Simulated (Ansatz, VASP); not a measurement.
Two plane-wave programs on Ti4NO3

The input INCAR:

```
SYSTEM = Ti4NO3
PREC = Accurate ; ENCUT = 520
EDIFF = 1E-6 ; ISMEAR = 0
SIGMA = 0.1 ; LREAL = .False.
LASPH = .True. ; NELM = 100
ALGO = Normal ; ISIF = 2
LWAVE = .False. ; LCHARG = .False.
GGA = PS ; NBANDS = 46
```

KPOINTS

```
regular mesh
0
Gamma
  12 12 14
  0 0 0
```

The input POSCAR:

```
Ti4NO3
1.0
    5.7004775827      0.0000000000      0.0000000000
   -2.8502387913      4.9367584003      0.0000000000
    0.0000000000      0.0000000000      2.7847251548
Ti N O
4 1 3
Direct
    0.3244593903      0.1622296952      0.0000000000
    0.3333333333      0.6666666667      0.0000000000
    0.8377703048      0.1622296952      0.0000000000
    0.8377703048      0.6755406097      0.0000000000
    0.0000000000      0.0000000000      0.5000000000
    0.0011776695      0.5005888347      0.5000000000
    0.4994111653      0.9988223305      0.5000000000
    0.4994111653      0.5005888347      0.5000000000
```

Input for Ansatz:

```yaml
crystal:
  lattice:
    - [5.7004775827, 0.0, 0.0]
    - [-2.8502387913, 4.9367584003, 0.0]
    - [0.0, 0.0, 2.7847251548]
  atoms:
    - { symbol: Ti, position: [0.3244593903, 0.1622296952, 0.0] }
    - { symbol: Ti, position: [0.3333333333, 0.6666666667, 0.0] }
    - { symbol: Ti, position: [0.8377703048, 0.1622296952, 0.0] }
    - { symbol: Ti, position: [0.8377703048, 0.6755406097, 0.0] }
    - { symbol: "N", position: [0.0, 0.0, 0.5] }
    - { symbol: O, position: [0.0011776695, 0.5005888347, 0.5] }
    - { symbol: O, position: [0.4994111653, 0.9988223305, 0.5] }
    - { symbol: O, position: [0.4994111653, 0.5005888347, 0.5] }
basis:
  ecutwfc: 420
kpoints:
  mp_grid: { grid: [12, 12, 14] }
  band_path:
    path:
      - [[0.0, 0.0, 0.0], [0.5, 0.0, 0.0], [0.33333333, 0.33333333, 0.0], [0.0, 0.0, 0.0], [0.0, 0.0, 0.5], [0.5, 0.0, 0.5], [0.33333333, 0.33333333, 0.5], [0.0, 0.0, 0.5]]
      - [[0.5, 0.0, 0.5], [0.5, 0.0, 0.0]]
      - [[0.33333333, 0.33333333, 0.5], [0.33333333, 0.33333333, 0.0]]
    npoints: 14
hamiltonian:
  xc: pbesol
scf:
  occupations: { method: gaussian, width: 0.1 }
  n_extra_bands: 20
output:
  forces: true
  stress: true
  eigenvalues: true
  populations: true
  dos: { projected: true, de: 0.02, nscf_kmesh: { grid: [15, 15, 17] } }
  bader: true
  write_density: true
  write_potential: true
  elf: true
  volumetric_format: npy
```

Alike in both runs: task single point; functional PBEsol; k mesh 12 × 12 × 14; occupations gaussian, width 0.1 eV; no spin polarisation.

|  | VASP | Ansatz |
| --- | --- | --- |
| version | VASP 6.6.1 | Ansatz 0.2.0 |
| potentials or method | VASP PAW PBE potentials, release 64 (Ti_sv, N, O), cutoff 520 eV | scalar-relativistic, plane waves, PAW |
| valence electrons in the cell | 71 | 71 |

```tsv
	VASP	Ansatz	Ansatz less VASP
gap on the k mesh at the Fermi level (eV)	none	none	-
pressure (GPa)	-8.3	-8.8	-0.49
traceless stress, the component that is largest in VASP (GPa)	-0.78	-0.88	-0.101
rms of the force components (eV/Å)	0.013	0.015	+0.0020
```

VASP's potentials were made for PBE, not for PBEsol. Atom by atom the forces differ by 0.002 eV/Å (rms over components). A gap of «none» marks a metal or a gap that the smearing closes. The functional is the same, so the differences come from potentials, cutoffs and numerics.
